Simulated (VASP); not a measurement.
Write the native input for VASP 6.6.1 that does the following.

```yaml
Task: single point
Functional: r2SCAN
Potentials_or_basis: VASP PAW PBE potentials, release 64 (Ag)
Cutoff: 520 eV
k_mesh: 18 × 18 × 6
Occupations: gaussian, width 0.15 eV
Spin: no spin polarisation
Dipole_correction: no
Further_INCAR_settings: ALGO = Normal; EDIFF = 1e-06; NBANDS = 30
```

Ag:

```
CELL_PARAMETERS angstrom
2.94879 0.00000 0.00000
-1.47439 2.55372 0.00000
0.00000 0.00000 9.46699
ATOMIC_POSITIONS crystal
Ag 0.33333 0.66667 0.25000
Ag 0.66667 0.33333 0.75000
Ag 0.00000 0.00000 0.00000
Ag 0.00000 0.00000 0.50000
```

This cell differs from its parent crystal: strain +0.015 along x and y, +0.000 along z.

One way to write it, as run:

POSCAR

```
Ag
1.0
    2.9487871389      0.0000000000      0.0000000000
   -1.4743935694      2.5537245726      0.0000000000
    0.0000000000      0.0000000000      9.4669946005
Ag
4
Direct
    0.3333333333      0.6666666667      0.2500000000
    0.6666666667      0.3333333333      0.7500000000
    0.0000000000      0.0000000000      0.0000000000
    0.0000000000      0.0000000000      0.5000000000
```

INCAR.step1

```
SYSTEM = Ag
ALGO = Normal
EDIFF = 1E-4
ENCUT = 520
GGA = PE
ISMEAR = 0
LASPH = .TRUE.
LCHARG = .FALSE.
LREAL = .FALSE.
LWAVE = .TRUE.
NBANDS = 30
NELM = 60
PREC = Accurate
SIGMA = 0.15
```

INCAR.step2

```
SYSTEM = Ag
ALGO = Normal
EDIFF = 1E-6
ENCUT = 520
ISIF = 2
ISMEAR = 0
ISTART = 1
LASPH = .TRUE.
LCHARG = .FALSE.
LMIXTAU = .TRUE.
LREAL = .FALSE.
LWAVE = .FALSE.
METAGGA = R2SCAN
NBANDS = 30
NELM = 60
PREC = Accurate
SIGMA = 0.15
```

KPOINTS

```
k-points
0
G
  18 18 6
  0 0 0
```

Potentials or basis: VASP PAW PBE potentials, release 64 (Ag).

Run with:

```console
$ cat potpaw_PBE.64/Ag/POTCAR > POTCAR
$ cp INCAR.step1 INCAR
$ mpirun -np 1 vasp_std > vasp.out
$ cp INCAR.step2 INCAR
$ mpirun -np 1 vasp_std > vasp.out
```

It gave:

```json
{
 "Pressure": "-2.6 GPa",
 "Band gap on the k mesh": "zero (bands 22 and 23 overlap by 6.68 eV)"
}
```

Caveat: the cell differs from its parent crystal (strain +0.015 along x and y, +0.000 along z); the PAW data sets were made with another functional, which shifts forces and pressure a little.

Wall time 12 min on 1 thread of Intel(R) Xeon(R) Platinum 8259CL CPU @ 2.50GHz (Skylake/Cascade Lake) (shared host), peak memory 0.36 GiB.
